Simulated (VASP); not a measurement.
Input of a VASP 6.6.1 run:

File INCAR:

```
  PREC = Accurate
  ENCUT = 600
  EDIFF = 1E-6
  ISMEAR = 0
  SIGMA = 0.1
  LREAL = False
  LASPH = True
  NELM = 60
  ALGO = Fast
  ISIF = 4
  LWAVE = False
  LCHARG = False
  GGA = PE
  IBRION = 2
  NSW = 50
  EDIFFG = -0.01
```

KPOINTS

```
Automatic mesh
0
Gamma
  20 20 20
```

Contents of POSCAR:

```
Ga
1.0
    2.6607118012      0.0000000000      0.0000000000
    0.0000000000      2.6607118012      0.0000000000
    0.0000000000      0.0000000000      2.6616437557
Ga
1
Direct
    0.5000000000      0.5000000000      0.5000000000
```

Potentials or basis: VASP PAW PBE potentials, release 64 (Ga_d).

The run is started by

```console
$ cat potpaw_PBE.64/Ga_d/POTCAR > POTCAR
$ mpirun -np 1 vasp_std > vasp.out
```

**Question.** Predict the band gap on the k mesh.

**Answer.** Zero (an odd number of electrons rules out a gap without spin polarisation).

Final structure:
```cif
data_structure
_symmetry_space_group_name_H-M 'P 1'
_symmetry_Int_Tables_number 1
_cell_length_a 2.6607
_cell_length_b 2.6607
_cell_length_c 2.6616
_cell_angle_alpha 90.000
_cell_angle_beta 90.000
_cell_angle_gamma 90.000
_cell_volume 18.84
loop_
_atom_site_label
_atom_site_type_symbol
_atom_site_fract_x
_atom_site_fract_y
_atom_site_fract_z
_atom_site_occupancy
Ga1 Ga 0.50000 0.50000 0.50000 1
```

Caveat: the relaxation stopped at its first step, so nothing moved.
